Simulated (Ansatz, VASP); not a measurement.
# Fe in VASP and in Ansatz

The input INCAR:

```
SYSTEM = Fe
  PREC = Accurate
  ENCUT = 520
  EDIFF = 1E-6
  ISMEAR = -1
  SIGMA = 0.05
  LREAL = .False.
  LASPH = .True.
  NELM = 80
  ALGO = Normal
  ISIF = 2
  LWAVE = .False.
  LCHARG = .True.
  GGA = PE
  LELF = .True.
  LVHAR = .True.
  NBANDS = 10
```

The input KPOINTS:

```
Automatic mesh
0
Gamma
  7 7 7
  0 0 0
```

Contents of POSCAR:

```
Fe
1.0
    0.0000000000      1.7975000000      1.7975000000
    1.7975000000      0.0000000000      1.7975000000
    1.7975000000      1.7975000000      0.0000000000
Fe
1
Direct
    0.0000000000      0.0000000000      0.0000000000
```

Input for Ansatz:

```yaml
crystal:
  lattice:
    - [0.0, 1.7975, 1.7975]
    - [1.7975, 0.0, 1.7975]
    - [1.7975, 1.7975, 0.0]
  atoms:
    - { symbol: Fe, position: [0.0, 0.0, 0.0] }
hamiltonian:
  xc: pbe
  pseudopotentials: { kind: paw }
basis:
  ecutwfc: 420
kpoints:
  mp_grid: { grid: [7, 7, 7] }
scf:
  occupations: { method: fermi_dirac, width: 0.05 }
  lower_state_search: "off"
  max_iter: 70
output:
  forces: true
  stress: true
```

Alike in both runs: task single point; functional PBE; k mesh 7 × 7 × 7; occupations fermi-dirac, width 0.05 eV; no spin polarisation.

|  | VASP | Ansatz |
| --- | --- | --- |
| version | VASP 6.6.1 | Ansatz 0.2.0 |
| potentials or method | VASP PAW PBE potentials, release 64 (Fe), cutoff 520 eV | PAW, plane waves, scalar-relativistic |
| valence electrons in the cell | 8 | 16 |

Ansatz gave:

| Property | Result |
| --- | --- |
| pressure (GPa) | -25.8 |

Task: Estimate VASP's values.

Result: Pressure (GPa): -25.9.

VASP's potentials hold 8 valence electrons a cell and Ansatz's 16, so a difference there can come from the potentials and not from the codes.

The k mesh is coarse, so the values compare programs but aren't converged.
